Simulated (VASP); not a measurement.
Write the native input for VASP 6.6.1 that does the following.

- Task: relaxation of cell and atoms
- Functional: revPBE
- Dispersion: D4
- Potentials or basis: VASP PAW PBE potentials, release 64 (Si, O)
- Cutoff: 600 eV
- k mesh: 9 × 9 × 9
- Occupations: fermi-dirac, width 0.05 eV
- Spin: no spin polarisation
- Dipole correction: no
- Further INCAR settings: ALGO = Normal; EDIFF = 1e-06; IBRION = 2; EDIFFG = -0.01; NSW = 60; ISIF = 3

The structure of SiO lies in POSCAR:

```
SiO
1.0
    2.8069700000      0.0000000000      0.0000000000
    0.0000000000      2.8069700000      0.0000000000
    0.0000000000      0.0000000000      2.8069700000
Si O
1 1
Direct
    0.0000000000      0.0000000000      0.0000000000
    0.5000000000      0.5000000000      0.5000000000
```

The input as run:

INCAR

```
SYSTEM = SiO
ALGO = Normal
EDIFF = 1E-6
EDIFFG = -0.01
ENCUT = 600
GGA = RE
IBRION = 2
ISIF = 3
ISMEAR = -1
IVDW = 13
LASPH = .TRUE.
LCHARG = .FALSE.
LREAL = .FALSE.
LWAVE = .FALSE.
NELM = 100
NSW = 60
PREC = Accurate
SIGMA = 0.05
```

KPOINTS

```
k-points
0
G
  9 9 9
  0 0 0
```

Potentials or basis: VASP PAW PBE potentials, release 64 (Si, O).

Command:

```bash
$ cat potpaw_PBE.64/Si/POTCAR potpaw_PBE.64/O/POTCAR > POTCAR
$ mpirun -np 1 vasp_std > vasp.out
```

Results of the run:

The relaxed volume is 10.76 Å³/atom, the relaxed cell is a = 2.781 Å, b = 2.781 Å, c = 2.781 Å, α = 90.00°, β = 90.00°, γ = 90.00° and the space group after relaxing (to 0.05 Å) is Pm-3m (No. 221). The energy gained by relaxing is 2.6 meV/atom and the ionic steps are 6. The pressure after relaxing is 0.0 GPa. The band gap on the k mesh is zero (band 5 reaches 8.66 eV, above the bottom of band 6 at 7.95 eV) and the dispersion energy per atom is -0.575 eV.

Caveat: the PAW data sets were made with another functional, which shifts forces and pressure a little; pairwise dispersion overbinds metals, which lowers pressure and volume.

It took 20 s on 1 thread of Intel Xeon 6975P-C (shared host), peak memory 0.14 GiB.
